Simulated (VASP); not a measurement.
# PtAuC4N4: single point with PBE

PtAuC4N4:

```
CELL_PARAMETERS angstrom
5.88262 0.00000 0.00000
0.00000 5.88262 0.00000
0.00000 0.00000 5.88262
ATOMIC_POSITIONS crystal
Pt 0.00000 0.00000 0.00000
C 0.18814 0.18814 0.18814
C 0.18814 0.81186 0.81186
C 0.81186 0.18814 0.81186
C 0.81186 0.81186 0.18814
Au 0.50000 0.50000 0.50000
N 0.30297 0.30297 0.30297
N 0.30297 0.69703 0.69703
N 0.69703 0.30297 0.69703
N 0.69703 0.69703 0.30297
```

| Property | Result |
| --- | --- |
| Program | VASP 6.6.1 |
| Task | single point |
| Functional | PBE |
| Potentials or basis | VASP PAW PBE potentials, release 64 (Pt, C, Au, N) |
| Cutoff | 520 eV |
| k mesh | 4 × 4 × 4 |
| Occupations | gaussian, width 0.1 eV |
| Spin | collinear spin, ferromagnetic start |
| Starting moments | [1.0, 0.0, 0.0, 0.0, 0.0, 1.0, 0.0, 0.0, 0.0, 0.0] μB |

```json
{"Pressure": "7.7 GPa", "Largest force": "0.190 eV/Å", "Net moment": "0.70 μB per cell", "Site moments": "Pt +0.28; C +0.02; Au +0.06; N +0.04 μB", "Valence electrons inside the program's atomic spheres": "Pt 9.98; C 2.60; Au 9.78; N 3.88"}
```

Forces in eV/Å, atoms in the order of the input:
```
Pt   0.000  0.000  0.000
C   -0.110 -0.110 -0.110
C   -0.110  0.110  0.110
C    0.110 -0.110  0.110
C    0.110  0.110 -0.110
Au   0.000  0.000  0.000
N    0.058  0.058  0.058
N    0.058 -0.058 -0.058
N   -0.058  0.058 -0.058
N   -0.058 -0.058  0.058
```

Levels at points of the mesh, in eV from the Fermi level:
Spin up:
```tsv
k point	band 25	band 26	band 27	band 28	band 29	band 30	band 31	band 32	band 33	band 34
(0.00, 0.00, 0.00)	-1.13	-1.13	-1.13	-0.39	-0.39	-0.39	5.08	5.13	5.13	5.13
(0.50, 0.00, 0.00)	-1.50	-1.50	-0.65	-0.14	0.21	0.21	4.75	4.75	5.27	5.27
(0.50, 0.50, 0.00)	-1.39	-1.39	-0.68	-0.15	0.14	0.14	4.92	4.92	5.19	5.22
(0.50, 0.50, 0.50)	-0.99	-0.99	-0.99	-0.36	-0.36	-0.36	5.03	5.03	5.03	5.43
```
Spin down:
```tsv
k point	band 26	band 27	band 28	band 29	band 30	band 31
(0.00, 0.00, 0.00)	-1.06	-1.06	-0.24	-0.24	-0.24	5.10
(0.50, 0.00, 0.00)	-1.41	-0.60	0.01	0.34	0.34	4.82
(0.50, 0.50, 0.00)	-1.30	-0.63	0.01	0.27	0.27	4.98
(0.50, 0.50, 0.50)	-0.93	-0.93	-0.20	-0.20	-0.20	5.10
```

It took 120 s on 1 thread of Intel(R) Xeon(R) 6975P-C (Granite Rapids), on a shared host, peak memory 0.48 GiB.

Caveat: spin-orbit coupling is left out, which moves the levels of the heavy elements.
